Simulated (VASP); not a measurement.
Here is a VASP 6.6.1 calculation.

File POSCAR:

```
BN
1.0
    0.0000000000      1.8130010000      1.8130010000
    1.8130010000      0.0000000000      1.8130010000
    1.8130010000      1.8130010000      0.0000000000
N B
1 1
Direct
    0.2500000000      0.2500000000      0.2500000000
    0.0000000000      0.0000000000      0.0000000000
```

File INCAR.step1:

```
SYSTEM = BN
ALGO = Normal ; EDIFF = 1E-5
ENCUT = 520 ; GGA = PE
ISIF = 2 ; ISMEAR = -1
LASPH = .TRUE. ; LCHARG = .FALSE.
LREAL = .FALSE. ; LWAVE = .TRUE.
NBANDS = 11 ; NELM = 100
PREC = Accurate ; SIGMA = 0.05
```

The input INCAR.step2:

```
SYSTEM = BN
AEXX = 0.15 ; ALGO = Normal
EDIFF = 1E-7 ; ENCUT = 520
GGA = PE ; ISIF = 2
ISMEAR = -1 ; ISTART = 1
LASPH = .TRUE. ; LCHARG = .FALSE.
LHFCALC = .TRUE. ; LREAL = .FALSE.
LWAVE = .FALSE. ; NBANDS = 11
NELM = 100 ; PREC = Accurate
PRECFOCK = Normal ; SIGMA = 0.05
```

File KPOINTS:

```
k-points
0
G
  7 7 7
  0 0 0
```

Potentials or basis: VASP PAW PBE potentials, release 64 (N, B).

The run is started by

```sh
$ cat potpaw_PBE.64/N/POTCAR potpaw_PBE.64/B/POTCAR > POTCAR
$ cp INCAR.step1 INCAR
$ mpirun -np 1 vasp_std > vasp.out
$ cp INCAR.step2 INCAR
$ mpirun -np 1 vasp_std > vasp.out
```

Estimate the band gap on the k mesh.

5.96 eV (least direct gap 10.27 eV).

Predict the pressure.

-5.6 GPa.

Caveat: the k points lie up to 0.43 Å⁻¹ apart; the PAW data sets were made with another functional, which shifts forces and pressure a little; an odd mesh through Γ misses points on the zone boundary, where band edges can lie.
